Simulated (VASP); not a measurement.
Ga2BSb3:

```
Ga B Sb
1.0
     4.11255    0.00000    0.00000
     0.00000    4.11255    0.00000
     0.00000    0.00000    8.43266
Ga B Sb
2 1 3
Direct
  0.50000 0.50000 0.80508
  0.50000 0.50000 0.19492
  0.00000 0.00000 0.50000
  0.00000 0.00000 0.00000
  0.00000 0.00000 0.27540
  0.00000 0.00000 0.72460
```

The cell was generated, and may not be a known phase.

| Item | Value |
| --- | --- |
| Program | VASP 6.6.1 |
| Task | relaxation of cell and atoms |
| Functional | PBE |
| Potentials or basis | VASP PAW PBE potentials, release 64 (Ga_d, B, Sb) |
| Cutoff | 600 eV |
| k mesh | 4 × 4 × 2 |
| Occupations | gaussian, width 0.1 eV |
| Spin | no spin polarisation |

At the start: pressure 24.4 GPa; volume 23.77 Å³/atom.

Task: How do energy, volume and symmetry change on relaxing?

Result: Over 34 steps the energy falls by 1046.4 meV/atom and the volume is 24.78 Å³/atom (+4.2 %); space group P4/mmm (No. 123, to 0.1 Å) before and after.

The path:
```tsv
step	energy change (eV)	largest force (eV/Å)	pressure (GPa)	volume (Å³)
1	0.0000	4.1986	24.45	142.62
2	-3.4945	1.3190	-6.84	221.93
3	-4.9685	0.3127	-1.74	180.75
4	-4.9692	0.3041	-1.53	179.96
5	-5.0697	0.2699	-0.87	173.57
6	-5.1580	0.1895	0.19	165.26
7	-5.2286	0.7016	3.50	149.16
8	-5.2577	0.7414	3.60	148.14
9	-5.2919	0.7970	3.77	145.76
10	-5.3288	0.7745	3.26	146.95
11	-5.4150	0.7027	1.82	150.56
12	-5.4887	0.7290	-0.56	157.96
13	-5.4896	0.7380	-0.79	158.76
14	-5.5152	0.6111	-0.73	158.78
15	-5.5664	0.4472	-0.45	158.83
16	-5.5390	0.8483	0.53	158.94
17	-5.5773	0.4094	-0.19	158.87
18	-5.6056	0.4086	-0.23	158.69
19	-5.6958	0.4197	-0.43	158.13
20	-5.8447	0.4928	-0.30	156.89
21	-6.0261	1.4394	0.58	153.90
22	-6.0754	1.1749	0.27	153.91
23	-6.1850	0.3524	-0.30	153.75
24	-5.9993	0.8830	-0.91	152.62
25	-6.1892	0.4150	-0.67	153.63
26	-6.1991	0.4039	-0.58	153.05
27	-6.2246	0.3586	-0.32	151.29
28	-6.2539	0.2557	0.37	147.82
29	-6.2573	0.2049	0.74	146.16
30	-6.2684	0.1932	0.30	147.27
31	-6.2728	0.2509	-0.16	148.39
32	-6.2776	0.0439	0.05	148.41
33	-6.2777	0.0216	0.07	148.41
34	-6.2782	0.0261	-0.04	148.67
```

Final structure:
```cif
data_structure
_symmetry_space_group_name_H-M 'P 1'
_symmetry_Int_Tables_number 1
_cell_length_a 3.4149
_cell_length_b 3.4149
_cell_length_c 12.7488
_cell_angle_alpha 90.000
_cell_angle_beta 90.000
_cell_angle_gamma 90.000
_cell_volume 148.67
loop_
_atom_site_label
_atom_site_type_symbol
_atom_site_fract_x
_atom_site_fract_y
_atom_site_fract_z
_atom_site_occupancy
Ga1 Ga 0.50000 0.50000 0.84125 1
Ga2 Ga 0.50000 0.50000 0.15875 1
B1 B 0.00000 0.00000 0.50000 1
Sb1 Sb 0.00000 0.00000 0.00000 1
Sb2 Sb 0.00000 0.00000 0.33090 1
Sb3 Sb 0.00000 0.00000 0.66910 1
```

Caveat: the k points lie up to 0.46 Å⁻¹ apart in the final cell; the highest band is partly filled, so the run has too few bands; a cell axis changed by over 15 % at a fixed basis, so the end point is rough.
